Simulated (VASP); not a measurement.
Here is a VASP 6.6.1 calculation.

Contents of INCAR:

```
PREC = Accurate
ENCUT = 520
EDIFF = 1E-6
ISMEAR = -1
SIGMA = 0.05
LREAL = False
LASPH = True
NELM = 100
ALGO = Normal
ISIF = 2
LWAVE = False
LCHARG = False
NBANDS = 12
```

File KPOINTS:

```
Automatic mesh
0
Gamma
  9 9 9
```

File POSCAR:

```
P
1.0
    1.7024017084      0.9828820846      3.0873818539
   -1.7024017084      0.9828820846      3.0873818539
    0.0000000000     -1.9657641692      3.0873818539
P
2
Direct
    0.7729197500      0.7729197500      0.7729197500
    0.2270802500      0.2270802500      0.2270802500
```

Potentials or basis: VASP PAW LDA potentials, release 64 (P).

Run with:

```console
$ cat potpaw_LDA.64/P/POTCAR > POTCAR
$ mpirun -np 1 vasp_std > vasp.out
```

Q: What does it give for the band gap on the k mesh?

A: Zero (band 5 reaches 10.06 eV, above the bottom of band 6 at 9.29 eV).

Q: What does it give for the pressure?

A: 0.4 GPa.

Q: What does it give for the largest force?

A: 0.395 eV/Å.

Forces on the atoms (eV/Å):
```
P    0.000  0.000 -0.395
P    0.000  0.000  0.395
```
